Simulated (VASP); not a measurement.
# TiC (Fm-3m) in VASP: a series of runs

Runs on TiC. Level: PBE. Tasks: single point.

All numbers are computed with VASP 6.6.1; they aren't measurements. Logs are shortened: lines on timing, memory, paths and dates and some standing lists are left out, and cuts for length are marked.

## 1. The cell of the first run

The structure is cubic, space group Fm-3m (No. 225). Conventional cell: a = 4.333 Å, b = 4.333 Å, c = 4.333 Å, α = 90.00°, β = 90.00°, γ = 90.00°. Ti (site symmetry m-3m) has 6 C at 2.17 Å within 2.9 Å. Within 2.9 Å of C (site symmetry m-3m) lie 6 Ti at 2.17 Å.

## 2. Single point, PBE

Contents of INCAR:

```
  PREC = Accurate
  ENCUT = 520
  EDIFF = 1E-7
  ISMEAR = 0
  SIGMA = 0.1
  LREAL = F
  LASPH = T
  NELM = 80
  ALGO = Normal
  ISIF = 2
  LWAVE = F
  LCHARG = F
  GGA = PE
  NBANDS = 42
```

Contents of KPOINTS:

```
Automatic mesh
0
Gamma
  6 6 6
  0.5 0.5 0.5
```

Contents of POSCAR:

```
TiC
1.0
    0.0000000000      0.0000000000     -4.3327798708
    0.0000000000     -4.3327798708      0.0000000000
   -4.3327798708      0.0000000000      0.0000000000
Ti C
4 4
Direct
    0.0000000000      0.0000000000      0.0000000000
    1.0000000000      0.5000000000      0.5000000000
    0.5000000000      1.0000000000      0.5000000000
    0.5000000000      0.5000000000      0.0000000000
    0.0000000000      0.0000000000      0.5000000000
    0.0000000000      0.5000000000      0.0000000000
    0.5000000000      0.0000000000      0.0000000000
    0.5000000000      0.5000000000      0.5000000000
```

Potentials or basis: VASP PAW PBE potentials, release 64 (Ti_sv, C).

The run is started by

```console
$ cat potpaw_PBE.64/Ti_sv/POTCAR potpaw_PBE.64/C/POTCAR > POTCAR
$ mpirun -np 1 vasp_std > vasp.out
```

OUTCAR:

```text
PREC = Accurate
   ENCUT = 520
   EDIFF = 1E-7
   ISMEAR = 0
   LREAL = F
   LASPH = T
   NELM = 80
   ISIF = 2
   GGA = PE

 ion  position               nearest neighbor table
   1  0.000  0.000  0.000-   5 2.17   6 2.17   7 2.17   5 2.17   6 2.17   7 2.17
   2  0.000  0.500  0.500-   5 2.17   6 2.17   8 2.17   6 2.17   5 2.17   8 2.17
   3  0.500  0.000  0.500-   5 2.17   7 2.17   8 2.17   7 2.17   8 2.17   5 2.17
   4  0.500  0.500  0.000-   6 2.17   7 2.17   8 2.17   8 2.17   7 2.17   6 2.17
   5  0.000  0.000  0.500-   1 2.17   2 2.17   3 2.17   1 2.17   2 2.17   3 2.17
   6  0.000  0.500  0.000-   1 2.17   2 2.17   4 2.17   2 2.17   1 2.17   4 2.17
   7  0.500  0.000  0.000-   1 2.17   3 2.17   4 2.17   3 2.17   4 2.17   1 2.17
   8  0.500  0.500  0.500-   2 2.17   3 2.17   4 2.17   4 2.17   3 2.17   2 2.17

  LATTYP: Found a simple cubic cell.
 ALAT       =     4.3327798708

  Lattice vectors:

 A1 = (   0.0000000000,   0.0000000000,  -4.3327798708)
 A2 = (   0.0000000000,  -4.3327798708,   0.0000000000)
 A3 = (  -4.3327798708,   0.0000000000,   0.0000000000)

Analysis of symmetry for initial positions (statically):
=====================================================================
 Subroutine PRICEL returns following result:

  LATTYP: Found a face centered cubic cell.
 ALAT       =     4.3327798708

  Lattice vectors:

 A1 = (   0.0000000000,   2.1663899354,  -2.1663899354)
 A2 = (  -2.1663899354,   0.0000000000,  -2.1663899354)
 A3 = (  -2.1663899354,   2.1663899354,   0.0000000000)

   4 primitive cells build up your supercell.

 Routine SETGRP: Setting up the symmetry group for a
 simple cubic supercell.

 Subroutine GETGRP returns: Found 48 space group operations
 (whereof 48 operations were pure point group operations)
 out of a pool of 48 trial point group operations.

The static configuration has the point symmetry O_h .

Analysis of symmetry for dynamics (positions and initial velocities):
=====================================================================
 Subroutine PRICEL returns following result:

  LATTYP: Found a face centered cubic cell.
 ALAT       =     4.3327798708

  Lattice vectors:

 A1 = (   0.0000000000,   2.1663899354,  -2.1663899354)
 A2 = (  -2.1663899354,   0.0000000000,  -2.1663899354)
 A3 = (  -2.1663899354,   2.1663899354,   0.0000000000)

   4 primitive cells build up your supercell.

[... 96 lines left out ...]
   IBRION =     -1    ionic relax: 0-MD 1-quasi-New 2-CG
   NFREE  =      0    steps in history (QN), initial steepest desc. (CG)
   ISIF   =      2    stress and relaxation
   ISYM   =      2    0-nonsym 1-usesym 2-fastsym
   POTIM  = 0.5000    time-step for ionic-motion
   TEBEG  =    0.0;   TEEND  =   0.0 temperature during run
   PSTRESS=    0.0 pullay stress
   NELECT =      64.0000    total number of electrons
   NUPDOWN=      -1.0000    fix difference up-down
   EMIN   =  10.00;   EMAX   =-10.00  energy-range for DOS
   EFERMI =   0.00;   METHOD = LEGACY
   ISMEAR =     0;   SIGMA  =   0.10  broadening in eV -4-tet -1-fermi 0-gaus
   EFERMI_NEDOS =   21; number of points for ismear=-14 and -15
   IALGO  =     38    algorithm
   IMIX   =      4    mixing-type and parameters
     AMIX     =   0.40;   BMIX     =  1.00
     AMIX_MAG =   1.60;   BMIX_MAG =  1.00
  volume/ion in A,a.u.               =      10.17        68.61
  Fermi-wavevector in a.u.,A,eV,Ry     =   1.511361  2.856058 31.078590  2.284212
  Thomas-Fermi vector in A             =   2.621428
   LORBIT       =      0    0 simple, 1 ext, 2 COOP (PROOUT), +10 PAW based schemes
   GGA     = PE    functional components
   LHFCALC =     F    Hartree Fock is set to
   AEXX    =    0.0000 exact exchange contribution
   IVDW    =     0    specifies the selected vdW correction
   LEPSILON=     F    determine dielectric tensor
   LRPA    =     F    only Hartree local field effects (RPA)
 non-spin polarized calculation
 Gauss-broadening in eV      SIGMA  =   0.10
  energy-cutoff  :      520.00
  volume of cell :       81.34
 maximum number of plane-waves:      2230
 NGX is ok and might be reduce to    32

 number of electron      64.0000027 magnetization

 Free energy of the ion-electron system (eV)
  ---------------------------------------------------
  ext. energy  EPLUGINS =         0.00000000
  ---------------------------------------------------
  free energy    TOTEN  =       -74.80134060 eV

  energy without entropy =      -74.78724634  energy(sigma->0) =      -74.79429347

 E-fermi :   9.4821     XC(G=0): -12.6935

 val. band max:        9.3846022819   @ k =   0.0833   0.0833   0.0833
 cond. band min:       9.5073048409   @ k =   0.2500   0.0833   0.0833
 fundamental gap:      0.1227025590
 Fermi energy:         9.4820619466

 k-point     1 :       0.0833    0.0833    0.0833
  band No.  band energies     occupation
      1     -47.1842      2.00000
      2     -47.0942      2.00000
      3     -47.0942      2.00000
      4     -47.0942      2.00000
      5     -23.6321      2.00000
      6     -23.6321      2.00000
[... 439 lines left out ...]
     41      13.2206      0.00000
     42      13.4035      0.00000

------------------------ aborting loop because EDIFF is reached ----------------------------------------

  FORCE on cell =-STRESS in cart. coord.  units (eV):
  Direction    XX          YY          ZZ          XY          YZ          ZX
  --------------------------------------------------------------------------------------
  -------------------------------------------------------------------------------------
  Total        0.1624923      0.1624923      0.1624923     -0.0000000      0.0000000     -0.0000000
  in kB        3.2006894      3.2006894      3.2006894     -0.0000000      0.0000000     -0.0000000
  external PRESSURE =       3.2006894 kB  Pullay stress =       0.0000000 kB

 VOLUME and BASIS-vectors are now :
 -----------------------------------------------------------------------------
  energy-cutoff  :      520.00
  volume of cell :       81.34
      direct lattice vectors                 reciprocal lattice vectors
     0.000000000  0.000000000 -4.332779871     0.000000000  0.000000000 -0.230798709
     0.000000000 -4.332779871  0.000000000     0.000000000 -0.230798709  0.000000000
    -4.332779871  0.000000000  0.000000000    -0.230798709  0.000000000  0.000000000

 POSITION                                       TOTAL-FORCE (eV/Angst)
 -----------------------------------------------------------------------------------
      0.00000      0.00000      0.00000        -0.000000      0.000000      0.000000
     -2.16639     -2.16639      0.00000        -0.000000     -0.000000      0.000000
     -2.16639      0.00000     -2.16639        -0.000000      0.000000     -0.000000
      0.00000     -2.16639     -2.16639         0.000000      0.000000     -0.000000
     -2.16639      0.00000      0.00000         0.000000     -0.000000     -0.000000
      0.00000     -2.16639      0.00000         0.000000     -0.000000     -0.000000
      0.00000      0.00000     -2.16639         0.000000     -0.000000     -0.000000
     -2.16639     -2.16639     -2.16639         0.000000     -0.000000     -0.000000
 -----------------------------------------------------------------------------------
    total drift:                                0.000000      0.000000     -0.000000

  FREE ENERGIE OF THE ION-ELECTRON SYSTEM (eV)
  ---------------------------------------------------
  free  energy   TOTEN  =       -74.8013406024 eV

  energy  without entropy=      -74.7872463429  energy(sigma->0) =      -74.79429347
```

Run time: 39 s. Hardware: 1 thread of Intel Xeon Platinum 8488C (Sapphire Rapids), shared host; peak memory 0.18 GiB.

Results:

| Quantity | Value |
| --- | --- |
| Free energy | -74.8013 eV |
| Pressure | 0.3 GPa |
| Band gap on the k mesh | zero (band 32 reaches 9.59 eV, above the bottom of band 33 at 9.51 eV) |

## 3. Single point, PBE

This run uses another cell than the first one: it holds 16 atoms, not 8.

Contents of INCAR:

```
ALGO     = Normal         # electronic algorithm
EDIFF    = 1E-6           # SCF threshold, eV
ENCUT    = 520            # plane-wave cutoff, eV
GGA      = PE             # functional
ISIF     = 2              # what is computed and relaxed
ISMEAR   = 0              # smearing method
LASPH    = True           # aspherical terms in the spheres
LCHARG   = False          # write CHGCAR
LREAL    = Auto         
LWAVE    = False          # write WAVECAR
NBANDS   = 78             # bands
NELM     = 60             # most SCF steps
PREC     = Accurate       # precision mode
SIGMA    = 0.1            # smearing width, eV
```

Contents of KPOINTS:

```
k-points
0
Gamma
  5 5 5
```

Contents of POSCAR:

```
TiC
1.0
    0.0000000000      4.3327798708     -4.3327798708
    4.3327798708      4.3327798708      0.0000000000
    4.3327798708      0.0000000000     -4.3327798708
Ti C
8 8
Direct
    0.0000000000      0.0000000000      0.5000000000
    0.0000000000      0.5000000000      0.5000000000
    0.5000000000      0.0000000000      0.5000000000
    0.5000000000      0.5000000000      0.5000000000
    0.0000000000      0.0000000000      1.0000000000
    0.0000000000      0.5000000000      1.0000000000
    0.5000000000      0.0000000000      1.0000000000
    0.5000000000      0.5000000000      1.0000000000
    0.2500000000      0.7500000000      0.2500000000
    0.2500000000      0.2500000000      0.2500000000
    0.7500000000      0.7500000000      0.2500000000
    0.7500000000      0.2500000000      0.2500000000
    0.2500000000      0.7500000000      0.7500000000
    0.2500000000      0.2500000000      0.7500000000
    0.7500000000      0.7500000000      0.7500000000
    0.7500000000      0.2500000000      0.7500000000
```

Potentials or basis: VASP PAW PBE potentials, release 64 (Ti_sv, C).

The run is started by

```console
$ cat potpaw_PBE.64/Ti_sv/POTCAR potpaw_PBE.64/C/POTCAR > POTCAR
$ mpirun -np 1 vasp_std > vasp.out
```

It took 3.7 min on 1 thread of Intel Xeon Platinum 8488C (Sapphire Rapids), shared host; peak memory 0.36 GiB.

Results (log left out):

```yaml
Free_energy: -149.6786 eV
Pressure: 0.0 GPa
Band_gap_on_the_k_mesh: zero (band 64 reaches 9.55 eV, above the bottom of band 65 at 9.08 eV)
```

Levels at points of the mesh, in eV from the Fermi level:
```tsv
k point	band 62	band 63	band 64	band 65	band 66	band 67
(0.00, 0.00, 0.00)	-0.09	-0.09	-0.09	0.64	0.64	0.64
```
